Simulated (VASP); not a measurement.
Set up this calculation in VASP 6.6.1, as the native input.

```
Task                   : single point
Functional             : PBE
Potentials or basis    : VASP PAW PBE potentials, release 64 (Ag_sv_GW, O)
Cutoff                 : 700 eV
k mesh                 : 3 × 3 × 3
Occupations            : gaussian, width 0.2 eV
Spin                   : no spin polarisation
Dipole correction      : no
Further INCAR settings : ALGO = Normal; EDIFF = 1e-06; NBANDS = 74
```

The structure of AgO2 lies in POSCAR:

```
AgO2
1.0
    5.3747580626      0.0000000000      0.0000000000
    0.0000000000      5.3747580626      0.0000000000
    0.0000000000      0.0000000000      5.3747580626
Ag O
4 8
Direct
    0.5000000000      0.5000000000      0.0000000000
    0.0000000000      0.5000000000      0.5000000000
    0.0000000000      0.0000000000      0.0000000000
    0.5000000000      0.0000000000      0.5000000000
    0.9251127688      0.0748872312      0.5748872312
    0.0748872312      0.9251127688      0.4251127688
    0.5748872312      0.5748872312      0.5748872312
    0.4251127688      0.4251127688      0.4251127688
    0.5748872312      0.9251127688      0.0748872312
    0.4251127688      0.0748872312      0.9251127688
    0.0748872312      0.5748872312      0.9251127688
    0.9251127688      0.4251127688      0.0748872312
```

One way to write it, as run:

INCAR

```
  PREC = Accurate
  ENCUT = 700
  EDIFF = 1E-6
  ISMEAR = 0
  SIGMA = 0.2
  LREAL = F
  LASPH = T
  NELM = 120
  ALGO = Normal
  ISIF = 2
  LWAVE = F
  LCHARG = T
  GGA = PE
  LELF = T
  LVHAR = T
  NBANDS = 74
  GGA_COMPAT = F
```

KPOINTS

```
Automatic mesh
0
Gamma
  3 3 3
```

Potentials or basis: VASP PAW PBE potentials, release 64 (Ag_sv_GW, O).

Run with:

```bash
$ cat potpaw_PBE.64/Ag_sv_GW/POTCAR potpaw_PBE.64/O/POTCAR > POTCAR
$ mpirun -np 1 vasp_std > vasp.out
```

Results of the run:

| Item | Value |
| --- | --- |
| Pressure | 0.6 GPa |
| Largest force | 0.272 eV/Å |
| Band gap on the k mesh | zero (bands 62 and 63 overlap by 1.14 eV) |

Caveat: the k points lie up to 0.39 Å⁻¹ apart, too coarse for converged energies and pressures of a metal.

Run time: 79 s on 1 thread of Intel(R) Xeon(R) Platinum 8488C (Sapphire Rapids), on a shared host, peak memory 0.34 GiB.
